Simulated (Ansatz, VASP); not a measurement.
Ge in VASP and in Ansatz

File POSCAR:

```
Ge
1.0
    4.1155181624      0.0000000000      0.0000000000
   -2.0577590812      3.5641432784      0.0000000000
    0.0000000000      0.0000000000      6.8007922874
Ge
4
Direct
    0.6666666667      0.3333333333      0.0629814339
    0.3333333333      0.6666666667      0.5629814339
    0.6666666667      0.3333333333      0.4370185661
    0.3333333333      0.6666666667      0.9370185661
```

File INCAR.step1:

```
ALGO = Normal
EDIFF = 1E-4
ENCUT = 520
GGA = PE
ISMEAR = 0
LASPH = T
LCHARG = F
LREAL = F
LWAVE = T
NBANDS = 36
NELM = 80
PREC = Accurate
SIGMA = 0.03
```

Contents of INCAR.step2:

```
ALGO = Normal
EDIFF = 1E-6
ENCUT = 520
ISIF = 2
ISMEAR = 0
ISTART = 1
LASPH = T
LCHARG = F
LMIXTAU = T
LREAL = F
LWAVE = F
METAGGA = R2SCAN
NBANDS = 36
NELM = 80
PREC = Accurate
SIGMA = 0.03
```

KPOINTS

```
k-points
0
Gamma
  12 12 6
```

Input for Ansatz:

```yaml
crystal:
  lattice:
    - [4.1155181624, 0.0, 0.0]
    - [-2.0577590812, 3.5641432784, 0.0]
    - [0.0, 0.0, 6.8007922874]
  atoms:
    - { symbol: Ge, position: [0.6666666667, 0.3333333333, 0.0629814339] }
    - { symbol: Ge, position: [0.3333333333, 0.6666666667, 0.5629814339] }
    - { symbol: Ge, position: [0.6666666667, 0.3333333333, 0.4370185661] }
    - { symbol: Ge, position: [0.3333333333, 0.6666666667, 0.9370185661] }
basis:
  ecutwfc: 500
kpoints:
  mp_grid: { grid: [12, 12, 6] }
hamiltonian:
  xc: r2scan
scf:
  occupations: { method: gaussian, width: 0.03 }
output:
  forces: true
  stress: true
  eigenvalues: true
```

Change from the starting cell: strain +0.030 along x and y, +0.030 along z, atoms carried along.

Alike in both runs: task single point; functional r2SCAN; k mesh 12 × 12 × 6; occupations gaussian, width 0.03 eV; no spin polarisation.

|  | VASP | Ansatz |
| --- | --- | --- |
| version | VASP 6.6.1 | Ansatz 0.2.0 |
| potentials or method | VASP PAW PBE potentials, release 64 (Ge_d), cutoff 520 eV | scalar-relativistic, plane waves, PAW |
| valence electrons in the cell | 56 | 56 |

VASP gave:

| Item | Value |
| --- | --- |
| gap on the k mesh at the Fermi level (eV) | 0.09 |
| least direct gap on the mesh (eV) | 0.10 |
| pressure (GPa) | -5.1 |
| rms of the force components (eV/Å) | 0.014 |

Estimate Ansatz's values.

gap on the k mesh at the Fermi level (eV): 0.09; least direct gap on the mesh (eV): 0.12; pressure (GPa): -5.1; rms of the force components (eV/Å): 0.017.

VASP's potentials were made for PBE, not for r2SCAN. Atom by atom the forces differ by 0.003 eV/Å (rms over components).
